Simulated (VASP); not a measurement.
## SrPd3Se4: single point with r2SCAN+rVV10

SrPd3Se4:

```
Sr Pd Se
1.0
    -3.36286    3.36286    4.05680
     3.36286   -3.36286    4.05680
     3.36286    3.36286   -4.05680
Sr Pd Se
1 3 4
Direct
  0.00000 0.00000 0.00000
  0.75000 0.25000 0.50000
  0.50000 0.50000 0.00000
  0.25000 0.75000 0.50000
  0.51953 0.11151 0.00000
  0.88849 0.88849 0.40802
  0.48047 0.48047 0.59198
  0.11151 0.51953 0.00000
```

```json
{"Program": "VASP 6.6.1", "Task": "single point", "Functional": "r2SCAN", "Dispersion": "rVV10", "Potentials or basis": "VASP PAW PBE potentials, release 64 (Sr_sv, Pd, Se)", "Cutoff": "520 eV", "k mesh": "6 × 6 × 6", "Occupations": "fermi-dirac, width 0.03 eV", "Spin": "no spin polarisation"}
```

```json
{
 "Pressure": "0.3 GPa",
 "Largest force": "0.011 eV/Å",
 "Band gap on the k mesh": "zero (bands 32 and 33 overlap by 0.19 eV)"
}
```

Forces on the atoms (eV/Å):
```
Sr   0.000  0.000  0.000
Pd   0.000  0.000  0.000
Pd   0.000  0.000  0.000
Pd   0.000  0.000  0.000
Se   0.003 -0.003  0.011
Se  -0.003 -0.003 -0.011
Se   0.003  0.003 -0.011
Se  -0.003  0.003  0.011
```

Stress tensor (GPa, compression positive):
```
0.37 0.00 0.00
0.00 0.37 0.00
0.00 0.00 0.19
```

Levels at points of the mesh, in eV from the Fermi level:
| k point | band 28 | band 29 | band 30 | band 31 | band 32 | band 33 | band 34 | band 35 | band 36 | band 37 |
| --- | --- | --- | --- | --- | --- | --- | --- | --- | --- | --- |
| (0.00, 0.00, 0.00) | -1.39 | -1.16 | -1.16 | -0.43 | -0.10 | 0.43 | 0.43 | 0.71 | 2.67 | 4.39 |
| (0.50, 0.00, 0.00) | -1.52 | -1.48 | -0.74 | -0.33 | -0.28 | 0.16 | 1.28 | 1.54 | 3.86 | 4.69 |
| (0.50, 0.50, 0.00) | -1.35 | -1.27 | -0.97 | -0.55 | -0.34 | 0.03 | 0.65 | 1.04 | 3.61 | 4.49 |
| (0.50, 0.50, 0.50) | -1.43 | -1.07 | -0.49 | -0.49 | 0.07 | 0.14 | 0.14 | 2.26 | 4.14 | 4.84 |

Run time: 15 min on 1 thread of Intel(R) Xeon(R) Platinum 8259CL CPU @ 2.50GHz (Skylake/Cascade Lake), on a shared host, peak memory 0.89 GiB.

Caveat: the PAW data sets were made with another functional, which shifts forces and pressure a little.
